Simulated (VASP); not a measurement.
Here is a VASP 6.6.1 calculation.

Contents of INCAR:

```
PREC = Accurate
ENCUT = 520
EDIFF = 1E-6
ISMEAR = -1
SIGMA = 0.1
LREAL = False
LASPH = True
NELM = 60
ALGO = Normal
ISIF = 2
LWAVE = False
LCHARG = True
LELF = True
LVHAR = True
NBANDS = 15
```

The input KPOINTS:

```
regular mesh
0
Gamma
  11 11 10
```

File POSCAR:

```
TaN
1.0
    2.9766623284      0.0000000000      0.0000000000
   -1.4883311642      2.5778655634      0.0000000000
    0.0000000000      0.0000000000      2.9209385612
Ta N
1 1
Direct
    0.3333333333      0.6666666667      0.5000000000
    0.0000000000      0.0000000000      0.0000000000
```

Potentials or basis: VASP PAW LDA potentials, release 64 (Ta_pv, N).

The run is started by

```bash
$ cat potpaw_LDA.64/Ta_pv/POTCAR potpaw_LDA.64/N/POTCAR > POTCAR
$ mpirun -np 1 vasp_std > vasp.out
```

(1) Predict the pressure.

(2) Estimate the band gap on the k mesh.

## Answers

(1) -21.9 GPa.

(2) zero (band 8 reaches 8.06 eV, above the bottom of band 9 at 7.59 eV).

Caveat: spin-orbit coupling is left out, which moves the levels of the heavy elements.
